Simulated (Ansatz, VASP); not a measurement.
# Two plane-wave programs on Y2GeS

Contents of INCAR:

```
PREC     = Accurate       # precision mode
ENCUT    = 520            # plane-wave cutoff, eV
EDIFF    = 1E-6           # SCF threshold, eV
ISMEAR   = 0              # smearing method
SIGMA    = 0.1            # smearing width, eV
LREAL    = False          # projectors in reciprocal space
LASPH    = True           # aspherical terms in the spheres
NELM     = 100            # most SCF steps
ALGO     = Normal         # electronic algorithm
ISIF     = 2              # what is computed and relaxed
LWAVE    = False          # write WAVECAR
LCHARG   = True           # write CHGCAR
GGA      = PE             # functional
LELF     = True           # ELF
LVHAR    = True         
NBANDS   = 29             # bands
```

The input KPOINTS:

```
regular mesh
0
Gamma
  12 12 12
```

File POSCAR:

```
Y2GeS
1.0
   -2.7445927176      2.7445927176      4.7277556028
    2.7445927176     -2.7445927176      4.7277556028
    2.7445927176      2.7445927176     -4.7277556028
Y Ge S
2 1 1
Direct
    0.5000000000      0.0000000000      0.5000000000
    0.0000000000      0.5000000000      0.5000000000
    0.5000000000      0.5000000000      0.0000000000
    0.0000000000      0.0000000000      0.0000000000
```

Input for Ansatz:

```yaml
crystal:
  lattice:
    - [-2.7445927176, 2.7445927176, 4.7277556028]
    - [2.7445927176, -2.7445927176, 4.7277556028]
    - [2.7445927176, 2.7445927176, -4.7277556028]
  atoms:
    - { symbol: "Y", position: [0.5, 0.0, 0.5] }
    - { symbol: "Y", position: [0.0, 0.5, 0.5] }
    - { symbol: Ge, position: [0.5, 0.5, 0.0] }
    - { symbol: S, position: [0.0, 0.0, 0.0] }
basis:
  ecutwfc: 420
kpoints:
  mp_grid: { grid: [12, 12, 12] }
  band_path:
    path:
      - [[0.0, 0.0, 0.0], [0.0, 0.0, 0.5], [0.25, 0.25, 0.25], [0.0, 0.5, 0.0], [0.0, 0.0, 0.0], [0.5, 0.5, -0.5], [0.33425308, 0.66574692, -0.33425308]]
      - [[-0.33425308, 0.33425308, 0.33425308], [0.0, 0.0, 0.0]]
      - [[0.0, 0.0, 0.5], [-0.16850616, 0.16850616, 0.5]]
      - [[0.5, 0.5, -0.16850616], [0.5, 0.5, -0.5]]
    npoints: 14
hamiltonian:
  xc: pbe
scf:
  occupations: { method: gaussian, width: 0.1 }
  n_extra_bands: 10
output:
  forces: true
  stress: true
  eigenvalues: true
  populations: true
  dos: { projected: true, de: 0.02, nscf_kmesh: { grid: [15, 15, 15] } }
  bader: true
  write_density: true
  write_potential: true
  elf: true
  volumetric_format: npy
```

Alike in both runs: task single point; functional PBE; k mesh 12 × 12 × 12; occupations gaussian, width 0.1 eV; no spin polarisation.

```csv
,VASP,Ansatz
version,VASP 6.6.1,Ansatz 0.2.0
potentials or method,"VASP PAW PBE potentials, release 64 (Y_sv, Ge_d, S), cutoff 520 eV","scalar-relativistic, plane waves, PAW"
valence electrons in the cell,42,42
```

|  | VASP | Ansatz | Ansatz less VASP |
| --- | --- | --- | --- |
| gap on the k mesh at the Fermi level (eV) | none | none | - |
| pressure (GPa) | -0.1 | 0.0 | +0.07 |

A gap of «none» marks a metal or a gap that the smearing closes. The functional is the same, so the differences come from potentials, cutoffs and numerics.
